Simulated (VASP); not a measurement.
# Co (Pm-3m) in VASP: a series of runs

Co is run at these levels: r2SCAN; tasks: single point.

Everything below comes from runs of VASP 6.6.1. Logs are shortened: lines on timing, memory, paths and dates and some standing lists are left out, and cuts for length are marked.

## 1. The cell of the first run

It takes space group Pm-3m (No. 221, cubic). Conventional cell: a = 2.327 Å, b = 2.327 Å, c = 2.327 Å, α = 90.00°, β = 90.00°, γ = 90.00°. Within 3.1 Å of Co (site symmetry m-3m) lie 6 Co at 2.33 Å.

This isn't the form of Co at room conditions, which is hcp.

## 2. Single point, r2SCAN, collinear spin, ferromagnetic start

POSCAR reads:

```
Co
1.0
    2.3269911697      0.0000000000      0.0000000000
    0.0000000000      2.3269911697      0.0000000000
    0.0000000000      0.0000000000      2.3269911697
Co
1
Direct
    0.0000000000      0.0000000000      0.0000000000
```

INCAR.step1 reads:

```
PREC     = Accurate       # precision mode
ENCUT    = 520            # plane-wave cutoff, eV
ISMEAR   = -1             # smearing method
SIGMA    = 0.05           # smearing width, eV
LREAL    = False          # projectors in reciprocal space
LASPH    = True           # aspherical terms in the spheres
NELM     = 150            # most SCF steps
ISPIN    = 2              # spin polarisation
MAGMOM   = 1.7            # initial moments
LMAXMIX  = 4              # l up to which the mixer works
NBANDS   = 14             # bands
GGA      = PE             # functional
ALGO     = Normal         # electronic algorithm
EDIFF    = 1E-4           # SCF threshold, eV
LWAVE    = True           # write WAVECAR
LCHARG   = False          # write CHGCAR
```

INCAR.step2 reads:

```
PREC     = Accurate       # precision mode
ENCUT    = 520            # plane-wave cutoff, eV
EDIFF    = 1E-7           # SCF threshold, eV
ISMEAR   = -1             # smearing method
SIGMA    = 0.05           # smearing width, eV
LREAL    = False          # projectors in reciprocal space
LASPH    = True           # aspherical terms in the spheres
NELM     = 150            # most SCF steps
ALGO     = Normal         # electronic algorithm
ISIF     = 2              # what is computed and relaxed
LWAVE    = False          # write WAVECAR
LCHARG   = False          # write CHGCAR
ISPIN    = 2              # spin polarisation
MAGMOM   = 1.7            # initial moments
LORBIT   = 11             # projections on sites
LMAXMIX  = 4              # l up to which the mixer works
METAGGA  = R2SCAN         # meta-GGA
LMIXTAU  = True         
NBANDS   = 14             # bands
ISTART   = 1
```

KPOINTS reads:

```
regular mesh
0
Gamma
  14 14 14
```

Potentials or basis: VASP PAW PBE potentials, release 64 (Co).

Started as:

```
cat potpaw_PBE.64/Co/POTCAR > POTCAR
cp INCAR.step1 INCAR
mpirun -np 1 vasp_std > vasp.out
cp INCAR.step2 INCAR
mpirun -np 1 vasp_std > vasp.out
```

OUTCAR:

```text
PREC = Accurate
   ENCUT = 520
   EDIFF = 1E-7
   ISMEAR = -1
   LREAL = False
   LASPH = True
   NELM = 150
   ISIF = 2
   ISPIN = 2
   LORBIT = 11
   METAGGA = R2SCAN
   ISTART = 1

 ion  position               nearest neighbor table
   1  0.000  0.000  0.000-

  LATTYP: Found a simple cubic cell.
 ALAT       =     2.3269911697

  Lattice vectors:

 A1 = (   2.3269911697,   0.0000000000,   0.0000000000)
 A2 = (   0.0000000000,   2.3269911697,   0.0000000000)
 A3 = (   0.0000000000,   0.0000000000,   2.3269911697)

Analysis of symmetry for initial positions (statically):
=====================================================================
 Subroutine PRICEL returns:
 Original cell was already a primitive cell.

 Routine SETGRP: Setting up the symmetry group for a
 simple cubic supercell.

 Subroutine GETGRP returns: Found 48 space group operations
 (whereof 48 operations were pure point group operations)
 out of a pool of 48 trial point group operations.

The static configuration has the point symmetry O_h .

Analysis of symmetry for dynamics (positions and initial velocities):
=====================================================================
 Subroutine PRICEL returns:
 Original cell was already a primitive cell.

 Routine SETGRP: Setting up the symmetry group for a
 simple cubic supercell.

 Subroutine GETGRP returns: Found 48 space group operations
 (whereof 48 operations were pure point group operations)
 out of a pool of 48 trial point group operations.

The dynamic configuration has the point symmetry O_h .

Analysis of structural, dynamic, and magnetic symmetry:
=====================================================================
 Subroutine PRICEL returns:
 Original cell was already a primitive cell.

 Routine SETGRP: Setting up the symmetry group for a
 simple cubic supercell.

 Subroutine GETGRP returns: Found 48 space group operations
 (whereof 48 operations were pure point group operations)
 out of a pool of 48 trial point group operations.

The overall configuration has the point symmetry O_h .

 Subroutine INISYM returns: Found 48 space group operations
 (whereof 48 operations are pure point group operations),
 and found     1 'primitive' translations

----------------------------------------------------------------------------------------

                                     Primitive cell

  volume of cell :      12.6004

  direct lattice vectors                    reciprocal lattice vectors
     2.326991170  0.000000000  0.000000000     0.429739491  0.000000000  0.000000000
     0.000000000  2.326991170  0.000000000     0.000000000  0.429739491  0.000000000
     0.000000000  0.000000000  2.326991170     0.000000000  0.000000000  0.429739491

  length of vectors
     2.326991170  2.326991170  2.326991170     0.429739491  0.429739491  0.429739491

  position of ions in fractional coordinates (direct lattice)
     0.000000000  0.000000000  0.000000000

  ion indices of the primitive-cell ions
   primitive index   ion index
                 1           1

----------------------------------------------------------------------------------------

 KPOINTS: regular mesh

Automatic generation of k-mesh.
 Grid dimensions read from file:
 generate k-points for:   14   14   14

 Generating k-lattice:

  Cartesian coordinates                     Fractional coordinates (reciprocal lattice)
     0.030695678  0.000000000  0.000000000     0.071428571  0.000000000  0.000000000
     0.000000000  0.030695678  0.000000000     0.000000000  0.071428571  0.000000000
     0.000000000  0.000000000  0.030695678     0.000000000  0.000000000  0.071428571

  Length of vectors
     0.030695678  0.030695678  0.030695678

  Shift w.r.t. Gamma in fractional coordinates (k-lattice)
     0.000000000  0.000000000  0.000000000

 Subroutine IBZKPT returns following result:
 ===========================================

 Found    120 irreducible k-points:

 Following reciprocal coordinates:
            Coordinates               Weight
  0.000000  0.000000  0.000000      1.000000
  0.071429  0.000000  0.000000      6.000000
  0.142857  0.000000  0.000000      6.000000
  0.214286  0.000000  0.000000      6.000000
  0.285714  0.000000  0.000000      6.000000
  0.357143  0.000000  0.000000      6.000000
[... 16 lines left out ...]
  0.285714  0.214286  0.000000     24.000000
  0.357143  0.214286  0.000000     24.000000
 [... further k-points ...]
   k-points           NKPTS =    120   k-points in BZ     NKDIM =    120   number of bands    NBANDS=     14
   number of dos      NEDOS =    301   number of ions     NIONS =      1
   total plane-waves  NPLWV =   5832
   dimension x,y,z NGX =    18 NGY =   18 NGZ =   18
   dimension x,y,z NGXF=    36 NGYF=   36 NGZF=   36
   ions per type =               1
   NGX,Y,Z   is equivalent  to a cutoff of  12.86, 12.86, 12.86 a.u.
   NGXF,Y,Z  is equivalent  to a cutoff of  25.72, 25.72, 25.72 a.u.
 SYSTEM =  unknown system
   PREC   = accura    normal or accurate (medium, high low for compatibility)
   ISTART =      1    job   : 0-new  1-cont  2-samecut
   ICHARG =      0    charge: 1-file 2-atom 10-const
   ISPIN  =      2    spin polarized calculation?
   LNONCOLLINEAR =      F non collinear calculations
   LSORBIT =      F    spin-orbit coupling
   LASPH  =      T    aspherical Exc in radial PAW
   ENCUT  =  520.0 eV  38.22 Ry    6.18 a.u.   4.33  4.33  4.33*2*pi/ulx,y,z
   NELM   =    150;   NELMIN=  2; NELMDL=  0     # of ELM steps
   EDIFF  = 0.1E-06   stopping-criterion for ELM
   LREAL  =      F    real-space projection
   EDIFFG = 0.1E-05   stopping-criterion for IOM
   NSW    =      0    number of steps for IOM
   IBRION =     -1    ionic relax: 0-MD 1-quasi-New 2-CG
   NFREE  =      0    steps in history (QN), initial steepest desc. (CG)
   ISIF   =      2    stress and relaxation
   ISYM   =      2    0-nonsym 1-usesym 2-fastsym
   POTIM  = 0.5000    time-step for ionic-motion
   TEBEG  =    0.0;   TEEND  =   0.0 temperature during run
   PSTRESS=    0.0 pullay stress
   NELECT =       9.0000    total number of electrons
   NUPDOWN=      -1.0000    fix difference up-down
   EMIN   =  10.00;   EMAX   =-10.00  energy-range for DOS
   EFERMI =   0.00;   METHOD = LEGACY
   ISMEAR =    -1;   SIGMA  =   0.05  broadening in eV -4-tet -1-fermi 0-gaus
   EFERMI_NEDOS =   21; number of points for ismear=-14 and -15
   IALGO  =     38    algorithm
   IMIX   =      4    mixing-type and parameters
     AMIX     =   0.40;   BMIX     =  1.00
     AMIX_MAG =   1.60;   BMIX_MAG =  1.00
  volume/ion in A,a.u.               =      12.60        85.03
  Fermi-wavevector in a.u.,A,eV,Ry     =   1.463393  2.765412 29.137130  2.141519
  Thomas-Fermi vector in A             =   2.579493
   LORBIT       =     11    0 simple, 1 ext, 2 COOP (PROOUT), +10 PAW based schemes
   METAGGA = R2SCAN    functional components
   LHFCALC =     F    Hartree Fock is set to
   AEXX    =    0.0000 exact exchange contribution
   IVDW    =     0    specifies the selected vdW correction
   LEPSILON=     F    determine dielectric tensor
   LRPA    =     F    only Hartree local field effects (RPA)
 spin polarized calculation
  energy-cutoff  :      520.00
  volume of cell :       12.60
 maximum number of plane-waves:       356
 NGX is ok and might be reduce to    18
   NGX =  9   NGY =  9   NGZ =  9

 number of electron       9.0000010 magnetization       2.0328534

 Free energy of the ion-electron system (eV)
  ---------------------------------------------------
  ext. energy  EPLUGINS =         0.00000000
  ---------------------------------------------------
  free energy    TOTEN  =       -12.48447601 eV

  energy without entropy =      -12.47434162  energy(sigma->0) =      -12.47940881

 E-fermi :   8.8607     XC(G=0): -13.5465

 val. band max:        8.8531555880   @ k =   0.2857   0.2143   0.1429
 cond. band min:       8.8872034523   @ k =   0.4286   0.2857   0.0714
 fundamental gap:      0.0340478642
 Fermi energy:         8.8606567579

 spin component 1

 k-point     1 :       0.0000    0.0000    0.0000
  band No.  band energies     occupation
      1      -0.1527      1.00000
      2       3.5560      1.00000
      3       3.5560      1.00000
      4       6.5496      1.00000
      5       6.5496      1.00000
      6       6.5496      1.00000
      7      28.2926      0.00000
      8      28.2926      0.00000
      9      28.2926      0.00000
     10      32.0025      0.00000
     11      32.0025      0.00000
     12      36.8687      0.00000
     13      40.7346      0.00000
     14      50.1215      0.00000
[... 375 lines left out ...]
 k-point    24 :       0.3571    0.2143    0.0000
  band No.  band energies     occupation
      1       3.4231      1.00000
      2       4.1587      1.00000
      3       5.1463      1.00000
      4       5.7215      1.00000
      5       6.2258      1.00000
      6       7.1290      1.00000
      7      15.7034      0.00000
      8      24.0584      0.00000
      9      31.6536      0.00000
     10      34.6861      0.00000
     11      35.0552      0.00000
     12      40.1412      0.00000
     13      42.3469      0.00000
     14      43.0055      0.00000

 [... further k-points ...]

 spin component 2

 k-point     1 :       0.0000    0.0000    0.0000
  band No.  band energies     occupation
      1      -0.3043      1.00000
      2       5.1041      1.00000
      3       5.1044      1.00000
      4      10.3175      0.00000
      5      10.3176      0.00000
      6      10.3176      0.00000
      7      29.3741      0.00000
      8      29.3741      0.00000
      9      29.3743      0.00000
     10      32.4180      0.00000
     11      32.4182      0.00000
     12      37.2315      0.00000
     13      48.6898      0.00000
     14      51.6582      0.00000
[... 375 lines left out ...]
 k-point    24 :       0.3571    0.2143    0.0000
  band No.  band energies     occupation
      1       4.1596      1.00000
      2       5.9417      1.00000
      3       6.8887      1.00000
      4       9.2278      0.00065
      5       9.2982      0.00016
      6       9.9189      0.00000
      7      16.5530      0.00000
      8      24.8320      0.00000
      9      32.5612      0.00000
     10      35.3076      0.00000
     11      35.9948      0.00000
     12      42.9427      0.00000
     13      44.4142      0.00000
     14      47.4363      0.00000

 [... further k-points ...]

------------------------ aborting loop because EDIFF is reached ----------------------------------------

  FORCE on cell =-STRESS in cart. coord.  units (eV):
  Direction    XX          YY          ZZ          XY          YZ          ZX
  --------------------------------------------------------------------------------------
  -------------------------------------------------------------------------------------
  Total       -0.0105625     -0.0105625     -0.0105625      0.0000000      0.0000000      0.0000000
  in kB       -1.3430490     -1.3430490     -1.3430490      0.0000000      0.0000000      0.0000000
  external PRESSURE =      -1.3430490 kB  Pullay stress =       0.0000000 kB

 VOLUME and BASIS-vectors are now :
 -----------------------------------------------------------------------------
  energy-cutoff  :      520.00
  volume of cell :       12.60
      direct lattice vectors                 reciprocal lattice vectors
     2.326991170  0.000000000  0.000000000     0.429739491  0.000000000  0.000000000
     0.000000000  2.326991170  0.000000000     0.000000000  0.429739491  0.000000000
     0.000000000  0.000000000  2.326991170     0.000000000  0.000000000  0.429739491

 POSITION                                       TOTAL-FORCE (eV/Angst)
 -----------------------------------------------------------------------------------
      0.00000      0.00000      0.00000         0.000000      0.000000      0.000000
 -----------------------------------------------------------------------------------
    total drift:                                0.000000      0.000000      0.000000

  FREE ENERGIE OF THE ION-ELECTRON SYSTEM (eV)
  ---------------------------------------------------
  free  energy   TOTEN  =       -12.4844760120 eV

  energy  without entropy=      -12.4743416156  energy(sigma->0) =      -12.47940881

 total charge

# of ion       s       p       d       tot
------------------------------------------
    1        0.521   0.468   7.217   8.206

 magnetization (x)

# of ion       s       p       d       tot
------------------------------------------
    1        0.018  -0.010   2.062   2.070
```

It took 2.1 min on 1 thread of Intel Xeon 8259CL, shared host; peak memory 0.15 GiB.

What came out:

```yaml
Free_energy: -12.4845 eV
Pressure: -0.1 GPa
Net_moment: 2.03 μB per cell
Site_moments: Co +2.07 μB
Valence_electrons_inside_the_program's_atomic_spheres: Co 8.21
```

Levels at points of the mesh, in eV from the Fermi level:
Spin up:
| k point | band 3 | band 4 | band 5 | band 6 | band 7 | band 8 |
| --- | --- | --- | --- | --- | --- | --- |
| (0.00, 0.00, 0.00) | -5.30 | -2.31 | -2.31 | -2.31 | 19.43 | 19.43 |
| (0.50, 0.00, 0.00) | -3.41 | -3.41 | -2.21 | -1.85 | 3.01 | 24.11 |
| (0.50, 0.50, 0.00) | -3.19 | -3.19 | -0.91 | 4.70 | 4.70 | 10.64 |
| (0.50, 0.50, 0.50) | -5.34 | -0.84 | -0.84 | 11.67 | 11.67 | 11.67 |
Spin down:
```
           k point  band 1  band 2  band 3  band 4  band 5  band 6  band 7
(0.00, 0.00, 0.00)   -9.16   -3.76   -3.76    1.46    1.46    1.46   20.51
(0.50, 0.00, 0.00)   -4.30   -3.18   -2.09    0.11    0.11    1.57    4.50
(0.50, 0.50, 0.00)   -3.96   -2.76    0.39    0.39    1.26    4.85    4.85
(0.50, 0.50, 0.50)   -2.55   -2.55   -2.55    1.33    1.33   12.31   12.31
```

Caveat: the PAW data sets were made with another functional, which shifts forces and pressure a little.

(Part 1 of 3 ends here.)
